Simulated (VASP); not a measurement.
TiO2, 6 atoms in the cell. Symmetry: P2_1/c, No. 14, monoclinic system. Conventional cell: a = 2.964 Å, b = 4.643 Å, c = 5.477 Å, α = 90.00°, β = 122.04°, γ = 90.00°. Within 2.6 Å of Ti (site symmetry -1) lie 6 O at 1.95 to 2.00 Å. O (site symmetry 1) has 3 Ti at 1.95 to 2.00 Å and 1 O at 2.56 Å within 2.6 Å.  This cell differs from its parent crystal: strain +0.0125 x Voigt [0, 0, 0, 1, 0, 0].

* Program: VASP 6.6.1
* Task: single point
* Functional: PBE
* Potentials or basis: VASP PAW PBE potentials, release 64 (Ti_sv, O)
* Cutoff: 520 eV
* k mesh: 6 × 6 × 10
* Occupations: gaussian, width 0.05 eV
* Spin: no spin polarisation
* Dipole correction: no
* Further INCAR settings: ALGO = Normal; EDIFF = 1e-06; NBANDS = 33

Potentials or basis: VASP PAW PBE potentials, release 64 (Ti_sv, O).

Command:

```sh
$ cat potpaw_PBE.64/Ti_sv/POTCAR potpaw_PBE.64/O/POTCAR > POTCAR
$ mpirun -np 1 vasp_std > vasp.out
```

Hardware: 1 thread of Intel Xeon 8259CL, on a shared host.

**Question.** How long does it take, and how much memory?

**Answer.** It took 9.2 min on 1 thread of Intel Xeon 8259CL, with other jobs on the host, peak memory 0.32 GiB. Counts: scf iterations 17, k points 128.
